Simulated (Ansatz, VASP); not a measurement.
## Ga3BSb2: VASP beside Ansatz

```
Ga B Sb
1.0
     4.94807    0.00000    0.00000
    -2.47403    4.28515    0.00000
     0.00000    0.00000    7.57130
Ga B Sb
3 1 2
Direct
  0.66667 0.33333 0.00000
  0.00000 0.00000 0.15380
  0.00000 0.00000 0.84620
  0.33333 0.66667 0.50000
  0.66667 0.33333 0.50000
  0.00000 0.00000 0.50000
```

Alike in both runs: functional PBE; k mesh 4 × 4 × 2; occupations gaussian, width 0.2 eV; no spin polarisation.

Ansatz relaxed the structure, and its values are those at the end. VASP's run is a single point on that final structure, the one shown.

|  | VASP | Ansatz |
| --- | --- | --- |
| version | VASP 6.6.1 | Ansatz 0.2.0 |
| potentials or method | VASP PAW PBE potentials, release 64 (Ga_d, B, Sb), cutoff 520 eV | scalar-relativistic, plane waves, PAW |
| valence electrons in the cell | 52 | 72 |

|  | VASP | Ansatz | Ansatz less VASP |
| --- | --- | --- | --- |
| gap on the k mesh at the Fermi level (eV) | none | none | - |
| pressure (GPa) | 0.6 | 0.6 | -0.07 |
| rms of the force components (eV/Å) | 0.022 | 0.019 | -0.0021 |

A gap of «none» marks a metal or a gap that the smearing closes. VASP's potentials hold 52 valence electrons a cell and Ansatz's 72, so a difference there can come from the potentials and not from the codes.

The k mesh is coarse, so the values compare programs but aren't converged. Spin-orbit coupling is off throughout.
